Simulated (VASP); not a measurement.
# TiCo (Pm-3m) in VASP: a series of runs

The runs below take TiCo through single point, with r2SCAN.

Program: VASP 6.6.1. These are calculated values, not measurements. Logs are shortened: lines on timing, memory, paths and dates and some standing lists are left out, and cuts for length are marked.

## Step 1: The cell of the first run

The structure is cubic, space group Pm-3m (No. 221). Conventional cell: a = 3.006 Å, b = 3.006 Å, c = 3.006 Å, α = 90.00°, β = 90.00°, γ = 90.00°. Co (site symmetry m-3m) has 8 Ti at 2.60 Å and 6 Co at 3.01 Å within 3.4 Å. Within 3.4 Å of Ti (site symmetry m-3m) lie 8 Co at 2.60 Å and 6 Ti at 3.01 Å.

## Step 2: Single point, r2SCAN, collinear spin, ferromagnetic start

Input file POSCAR:

```
TiCo
1.0
    3.0058871358      0.0000000000      0.0000000000
    0.0000000000      3.0058871358      0.0000000000
    0.0000000000      0.0000000000      3.0058871358
Co Ti
1 1
Direct
    0.5000000000      0.5000000000      0.5000000000
    0.0000000000      0.0000000000      0.0000000000
```

Input file INCAR.step1:

```
SYSTEM = TiCo
ALGO = Normal ; EDIFF = 1E-4
ENCUT = 520 ; GGA = PE
ISMEAR = -1 ; ISPIN = 2
LASPH = .TRUE. ; LCHARG = .FALSE.
LMAXMIX = 4 ; LREAL = .FALSE.
LWAVE = .TRUE. ; MAGMOM = 2 1
NBANDS = 22 ; NELM = 150
PREC = Accurate ; SIGMA = 0.05
```

Input file INCAR.step2:

```
SYSTEM = TiCo
ALGO = Normal ; EDIFF = 1E-6
ENCUT = 520 ; ISIF = 2
ISMEAR = -1 ; ISPIN = 2
ISTART = 1 ; LASPH = .TRUE.
LCHARG = .FALSE. ; LMAXMIX = 4
LMIXTAU = .TRUE. ; LORBIT = 11
LREAL = .FALSE. ; LWAVE = .FALSE.
MAGMOM = 2 1 ; METAGGA = R2SCAN
NBANDS = 22 ; NELM = 150
PREC = Accurate ; SIGMA = 0.05
```

Input file KPOINTS:

```
k-points
0
G
  9 9 9
  0 0 0
```

Potentials or basis: VASP PAW PBE potentials, release 64 (Co, Ti_sv).

Started as:

```
$ cat potpaw_PBE.64/Co/POTCAR potpaw_PBE.64/Ti_sv/POTCAR > POTCAR
$ cp INCAR.step1 INCAR
$ mpirun -np 1 vasp_std > vasp.out
$ cp INCAR.step2 INCAR
$ mpirun -np 1 vasp_std > vasp.out
```

OUTCAR:

```text
SYSTEM = TiCo
   EDIFF = 1E-6
   ENCUT = 520
   ISIF = 2
   ISMEAR = -1
   ISPIN = 2
   ISTART = 1
   LASPH = .TRUE.
   LORBIT = 11
   LREAL = .FALSE.
   METAGGA = R2SCAN
   NELM = 150
   PREC = Accurate

 ion  position               nearest neighbor table
   1  0.500  0.500  0.500-   2 2.60   2 2.60   2 2.60   2 2.60   2 2.60   2 2.60   2 2.60   2 2.60

   2  0.000  0.000  0.000-   1 2.60   1 2.60   1 2.60   1 2.60   1 2.60   1 2.60   1 2.60   1 2.60

  LATTYP: Found a simple cubic cell.
 ALAT       =     3.0058871358

  Lattice vectors:

 A1 = (   3.0058871358,   0.0000000000,   0.0000000000)
 A2 = (   0.0000000000,   3.0058871358,   0.0000000000)
 A3 = (   0.0000000000,   0.0000000000,   3.0058871358)

Analysis of symmetry for initial positions (statically):
=====================================================================
 Subroutine PRICEL returns:
 Original cell was already a primitive cell.

 Routine SETGRP: Setting up the symmetry group for a
 simple cubic supercell.

 Subroutine GETGRP returns: Found 48 space group operations
 (whereof 48 operations were pure point group operations)
 out of a pool of 48 trial point group operations.

The static configuration has the point symmetry O_h .

Analysis of symmetry for dynamics (positions and initial velocities):
=====================================================================
 Subroutine PRICEL returns:
 Original cell was already a primitive cell.

 Routine SETGRP: Setting up the symmetry group for a
 simple cubic supercell.

 Subroutine GETGRP returns: Found 48 space group operations
 (whereof 48 operations were pure point group operations)
 out of a pool of 48 trial point group operations.

The dynamic configuration has the point symmetry O_h .

Analysis of structural, dynamic, and magnetic symmetry:
=====================================================================
 Subroutine PRICEL returns:
 Original cell was already a primitive cell.

 Routine SETGRP: Setting up the symmetry group for a
 simple cubic supercell.

 Subroutine GETGRP returns: Found 48 space group operations
 (whereof 48 operations were pure point group operations)
 out of a pool of 48 trial point group operations.

The overall configuration has the point symmetry O_h .

 Subroutine INISYM returns: Found 48 space group operations
 (whereof 48 operations are pure point group operations),
 and found     1 'primitive' translations

----------------------------------------------------------------------------------------

                                     Primitive cell

  volume of cell :      27.1593

  direct lattice vectors                    reciprocal lattice vectors
     3.005887136  0.000000000  0.000000000     0.332680488  0.000000000  0.000000000
     0.000000000  3.005887136  0.000000000     0.000000000  0.332680488  0.000000000
     0.000000000  0.000000000  3.005887136     0.000000000  0.000000000  0.332680488

  length of vectors
     3.005887136  3.005887136  3.005887136     0.332680488  0.332680488  0.332680488

  position of ions in fractional coordinates (direct lattice)
     0.500000000  0.500000000  0.500000000
     0.000000000  0.000000000  0.000000000

  ion indices of the primitive-cell ions
   primitive index   ion index
                 1           1
                 2           2

----------------------------------------------------------------------------------------

 KPOINTS: k-points

Automatic generation of k-mesh.
 Grid dimensions read from file:
 generate k-points for:    9    9    9

 Generating k-lattice:

  Cartesian coordinates                     Fractional coordinates (reciprocal lattice)
     0.036964499  0.000000000  0.000000000     0.111111111  0.000000000  0.000000000
     0.000000000  0.036964499  0.000000000     0.000000000  0.111111111  0.000000000
     0.000000000  0.000000000  0.036964499     0.000000000  0.000000000  0.111111111

  Length of vectors
     0.036964499  0.036964499  0.036964499

  Shift w.r.t. Gamma in fractional coordinates (k-lattice)
     0.000000000  0.000000000  0.000000000

 Subroutine IBZKPT returns following result:
 ===========================================

 Found     35 irreducible k-points:

 Following reciprocal coordinates:
            Coordinates               Weight
  0.000000  0.000000  0.000000      1.000000
  0.111111  0.000000  0.000000      6.000000
  0.222222  0.000000  0.000000      6.000000
  0.333333  0.000000  0.000000      6.000000
  0.444444  0.000000  0.000000      6.000000
  0.111111  0.111111  0.000000     12.000000
[... 16 lines left out ...]
  0.333333  0.333333  0.111111     24.000000
  0.444444  0.333333  0.111111     48.000000
 [... further k-points ...]
   k-points           NKPTS =     35   k-points in BZ     NKDIM =     35   number of bands    NBANDS=     22
   number of dos      NEDOS =    301   number of ions     NIONS =      2
   total plane-waves  NPLWV =  13824
   dimension x,y,z NGX =    24 NGY =   24 NGZ =   24
   dimension x,y,z NGXF=    48 NGYF=   48 NGZF=   48
   ions per type =               1   1
   NGX,Y,Z   is equivalent  to a cutoff of  13.27, 13.27, 13.27 a.u.
   NGXF,Y,Z  is equivalent  to a cutoff of  26.55, 26.55, 26.55 a.u.
 SYSTEM =  TiCo
   PREC   = accura    normal or accurate (medium, high low for compatibility)
   ISTART =      1    job   : 0-new  1-cont  2-samecut
   ICHARG =      0    charge: 1-file 2-atom 10-const
   ISPIN  =      2    spin polarized calculation?
   LNONCOLLINEAR =      F non collinear calculations
   LSORBIT =      F    spin-orbit coupling
   LASPH  =      T    aspherical Exc in radial PAW
   ENCUT  =  520.0 eV  38.22 Ry    6.18 a.u.   5.59  5.59  5.59*2*pi/ulx,y,z
   NELM   =    150;   NELMIN=  2; NELMDL=  0     # of ELM steps
   EDIFF  = 0.1E-05   stopping-criterion for ELM
   LREAL  =      F    real-space projection
   EDIFFG = 0.1E-04   stopping-criterion for IOM
   NSW    =      0    number of steps for IOM
   IBRION =     -1    ionic relax: 0-MD 1-quasi-New 2-CG
   NFREE  =      0    steps in history (QN), initial steepest desc. (CG)
   ISIF   =      2    stress and relaxation
   ISYM   =      2    0-nonsym 1-usesym 2-fastsym
   POTIM  = 0.5000    time-step for ionic-motion
   TEBEG  =    0.0;   TEEND  =   0.0 temperature during run
   PSTRESS=    0.0 pullay stress
   NELECT =      21.0000    total number of electrons
   NUPDOWN=      -1.0000    fix difference up-down
   EMIN   =  10.00;   EMAX   =-10.00  energy-range for DOS
   EFERMI =   0.00;   METHOD = LEGACY
   ISMEAR =    -1;   SIGMA  =   0.05  broadening in eV -4-tet -1-fermi 0-gaus
   EFERMI_NEDOS =   21; number of points for ismear=-14 and -15
   IALGO  =     38    algorithm
   IMIX   =      4    mixing-type and parameters
     AMIX     =   0.40;   BMIX     =  1.00
     AMIX_MAG =   1.60;   BMIX_MAG =  1.00
  volume/ion in A,a.u.               =      13.58        91.64
  Fermi-wavevector in a.u.,A,eV,Ry     =   1.502595  2.839493 30.719120  2.257792
  Thomas-Fermi vector in A             =   2.613815
   LORBIT       =     11    0 simple, 1 ext, 2 COOP (PROOUT), +10 PAW based schemes
   METAGGA = R2SCAN    functional components
   LHFCALC =     F    Hartree Fock is set to
   AEXX    =    0.0000 exact exchange contribution
   IVDW    =     0    specifies the selected vdW correction
   LEPSILON=     F    determine dielectric tensor
   LRPA    =     F    only Hartree local field effects (RPA)
 spin polarized calculation
  energy-cutoff  :      520.00
  volume of cell :       27.16
 maximum number of plane-waves:       748
 NGX is ok and might be reduce to    24
   NGX = 11   NGY = 11   NGZ = 11

 number of electron      20.9999988 magnetization       0.8679282

 Free energy of the ion-electron system (eV)
  ---------------------------------------------------
  ext. energy  EPLUGINS =         0.00000000
  ---------------------------------------------------
  free energy    TOTEN  =       -27.01839147 eV

  energy without entropy =      -27.00516116  energy(sigma->0) =      -27.01177631

 E-fermi :   9.6438     XC(G=0): -13.5212

 val. band max:        9.6354129176   @ k =   0.3333   0.2222   0.1111
 cond. band min:       9.6593097795   @ k =   0.3333   0.3333   0.2222
 fundamental gap:      0.0238968619
 Fermi energy:         9.6437586819

 spin component 1

 k-point     1 :       0.0000    0.0000    0.0000
  band No.  band energies     occupation
      1     -49.6819      1.00000
      2     -24.7408      1.00000
      3     -24.7408      1.00000
      4     -24.7407      1.00000
      5       1.8175      1.00000
      6       5.0054      1.00000
[... 14 lines left out ...]
     21      29.5905      0.00000
     22      31.3978      0.00000
[... 552 lines left out ...]
  band No.  band energies     occupation
      1     -49.6303      1.00000
      2     -24.9762      1.00000
      3     -24.9108      1.00000
      4     -24.7302      1.00000
      5       5.0448      1.00000
      6       5.7288      1.00000
[... 14 lines left out ...]
     21      26.9887      0.00000
     22      30.1220      0.00000

 [... further k-points ...]

 spin component 2

 k-point     1 :       0.0000    0.0000    0.0000
  band No.  band energies     occupation
      1     -50.0237      1.00000
      2     -25.0713      1.00000
      3     -25.0713      1.00000
      4     -25.0713      1.00000
      5       1.3396      1.00000
      6       6.3253      1.00000
[... 14 lines left out ...]
     21      29.8857      0.00000
     22      31.1388      0.00000
[... 552 lines left out ...]
  band No.  band energies     occupation
      1     -49.9681      1.00000
      2     -25.3242      1.00000
      3     -25.2543      1.00000
      4     -25.0613      1.00000
      5       5.4972      1.00000
      6       6.0775      1.00000
[... 14 lines left out ...]
     21      27.0233      0.00000
     22      30.0330      0.00000

 [... further k-points ...]

------------------------ aborting loop because EDIFF is reached ----------------------------------------

  FORCE on cell =-STRESS in cart. coord.  units (eV):
  Direction    XX          YY          ZZ          XY          YZ          ZX
  --------------------------------------------------------------------------------------
  -------------------------------------------------------------------------------------
  Total       -0.3883870     -0.3883870     -0.3883870     -0.0000000      0.0000000      0.0000000
  in kB      -22.9116972    -22.9116972    -22.9116972     -0.0000000      0.0000000      0.0000000
  external PRESSURE =     -22.9116972 kB  Pullay stress =       0.0000000 kB

 VOLUME and BASIS-vectors are now :
 -----------------------------------------------------------------------------
  energy-cutoff  :      520.00
  volume of cell :       27.16
      direct lattice vectors                 reciprocal lattice vectors
     3.005887136  0.000000000  0.000000000     0.332680488  0.000000000  0.000000000
     0.000000000  3.005887136  0.000000000     0.000000000  0.332680488  0.000000000
     0.000000000  0.000000000  3.005887136     0.000000000  0.000000000  0.332680488

 POSITION                                       TOTAL-FORCE (eV/Angst)
 -----------------------------------------------------------------------------------
      1.50294      1.50294      1.50294         0.000000      0.000000      0.000000
      0.00000      0.00000      0.00000         0.000000      0.000000      0.000000
 -----------------------------------------------------------------------------------
    total drift:                                0.000000      0.000000     -0.000000

  FREE ENERGIE OF THE ION-ELECTRON SYSTEM (eV)
  ---------------------------------------------------
  free  energy   TOTEN  =       -27.0183914707 eV

  energy  without entropy=      -27.0051611579  energy(sigma->0) =      -27.01177631

 total charge

# of ion       s       p       d       tot
------------------------------------------
    1        0.551   0.512   7.226   8.289
    2        2.239   6.190   1.790  10.220
--------------------------------------------------
tot          2.790   6.702   9.016  18.508

 magnetization (x)

# of ion       s       p       d       tot
------------------------------------------
    1        0.044  -0.035   1.402   1.412
    2       -0.009  -0.042  -0.268  -0.319
--------------------------------------------------
tot          0.035  -0.076   1.134   1.093
```

Wall time 3.5 min (1 thread of Intel Xeon 8259CL, shared host); peak memory 0.18 GiB.

Results:

```
Free energy                                           : -27.0184 eV
Pressure                                              : -2.3 GPa
Net moment                                            : 0.87 μB per cell
Site moments                                          : Co +1.41; Ti -0.32 μB
Valence electrons inside the program's atomic spheres : Co 8.29; Ti 10.22
```

Levels at points of the mesh, in eV from the Fermi level:
Spin up:
| k point | band 7 | band 8 | band 9 | band 10 | band 11 | band 12 | band 13 | band 14 | band 15 | band 16 |
| --- | --- | --- | --- | --- | --- | --- | --- | --- | --- | --- |
| (0.00, 0.00, 0.00) | -4.64 | -2.34 | -2.34 | -2.34 | 0.58 | 0.58 | 2.86 | 2.86 | 2.86 | 9.13 |
Spin down:
```tsv
k point	band 8	band 9	band 10	band 11	band 12	band 13
(0.00, 0.00, 0.00)	-1.39	-1.39	-1.39	1.58	1.58	2.81
```

Caveat: the PAW data sets were made with another functional, which shifts forces and pressure a little.

## Step 3: Single point, r2SCAN, collinear spin, ferromagnetic start

This run uses another cell than the first one, of 13.85 Å³/atom.

Input file POSCAR:

```
TiCo
1.0
    3.0254064304      0.0000000000      0.0000000000
    0.0000000000      3.0254064304      0.0000000000
    0.0000000000      0.0000000000      3.0254064304
Co Ti
1 1
Direct
    0.5000000000      0.5000000000      0.5000000000
    0.0000000000      0.0000000000      0.0000000000
```

Input file INCAR.step1:

```
SYSTEM = TiCo
ALGO = Normal
EDIFF = 1E-4
ENCUT = 520
GGA = PE
ISMEAR = -1
ISPIN = 2
LASPH = .TRUE.
LCHARG = .FALSE.
LMAXMIX = 4
LREAL = .FALSE.
LWAVE = .TRUE.
MAGMOM = 2 1
NBANDS = 22
NELM = 150
PREC = Accurate
SIGMA = 0.05
```

Input file INCAR.step2:

```
SYSTEM = TiCo
ALGO = Normal
EDIFF = 1E-7
ENCUT = 520
ISIF = 2
ISMEAR = -1
ISPIN = 2
ISTART = 1
LASPH = .TRUE.
LCHARG = .FALSE.
LMAXMIX = 4
LMIXTAU = .TRUE.
LORBIT = 11
LREAL = .FALSE.
LWAVE = .FALSE.
MAGMOM = 2 1
METAGGA = R2SCAN
NBANDS = 22
NELM = 150
PREC = Accurate
SIGMA = 0.05
```

KPOINTS is that of step 2.

Potentials or basis: VASP PAW PBE potentials, release 64 (Co, Ti_sv).

Started as:

```
$ cat potpaw_PBE.64/Co/POTCAR potpaw_PBE.64/Ti_sv/POTCAR > POTCAR
$ cp INCAR.step1 INCAR
$ mpirun -np 1 vasp_std > vasp.out
$ cp INCAR.step2 INCAR
$ mpirun -np 1 vasp_std > vasp.out
```

It took 2.6 min on 1 thread of Intel Xeon 8259CL, shared host; peak memory 0.18 GiB.

Results (log left out):

| Property | Result |
| --- | --- |
| Free energy | -27.0062 eV |
| Pressure | -5.0 GPa |
| Net moment | 0.87 μB per cell |
| Site moments | Co +1.45; Ti -0.34 μB |
| Valence electrons inside the program's atomic spheres | Co 8.26; Ti 10.19 |

Levels at points of the mesh, in eV from the Fermi level:
Spin up:
```csv
k point,band 8,band 9,band 10,band 11,band 12,band 13,band 14,band 15
"(0.00, 0.00, 0.00)",-2.33,-2.33,-2.33,0.58,0.58,2.81,2.81,2.81
```
Spin down:
| k point | band 6 | band 7 | band 8 | band 9 | band 10 | band 11 | band 12 | band 13 | band 14 | band 15 |
| --- | --- | --- | --- | --- | --- | --- | --- | --- | --- | --- |
| (0.00, 0.00, 0.00) | -3.21 | -3.21 | -1.35 | -1.35 | -1.35 | 1.58 | 1.58 | 2.73 | 2.73 | 2.73 |

Caveat: the cell stands under tension; the PAW data sets were made with another functional, which shifts forces and pressure a little.
